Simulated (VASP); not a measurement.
A run of VASP 6.6.1:

The input INCAR:

```
ALGO     = Normal         # electronic algorithm
EDIFF    = 1E-6           # SCF threshold, eV
ENCUT    = 520            # plane-wave cutoff, eV
GGA      = PE             # functional
ISIF     = 2              # what is computed and relaxed
ISMEAR   = -1             # smearing method
LASPH    = True           # aspherical terms in the spheres
LCHARG   = True           # write CHGCAR
LELF     = True           # ELF
LREAL    = False          # projectors in reciprocal space
LVHAR    = True         
LWAVE    = False          # write WAVECAR
NBANDS   = 16             # bands
NELM     = 80             # most SCF steps
PREC     = Accurate       # precision mode
SIGMA    = 0.02           # smearing width, eV
```

File KPOINTS:

```
k-points
0
Gamma
  10 10 7
```

The input POSCAR:

```
MgO
1.0
    2.1269412140      2.1269412140      0.0000000000
   -2.1269412140      2.1269412140      0.0000000000
    0.0000000000      0.0000000000      4.2538824280
Mg O
2 2
Direct
    0.0000000000      0.0000000000      0.0000000000
    0.5000000000      0.5000000000      0.5000000000
    0.5000000000      0.5000000000      0.0000000000
    0.0000000000      0.0000000000      0.5000000000
```

Potentials or basis: VASP PAW PBE potentials, release 64 (Mg, O).

Launch:

```bash
$ cat potpaw_PBE.64/Mg/POTCAR potpaw_PBE.64/O/POTCAR > POTCAR
$ mpirun -np 1 vasp_std > vasp.out
```

Hardware: 1 thread of Intel Xeon 8259CL, on a shared host.

**Question.** How long does it take, and how much memory?

**Answer.** It took 44 s on 1 thread of Intel Xeon 8259CL, with other jobs on the host, peak memory 0.18 GiB. Counts: scf iterations 12, k points 84.
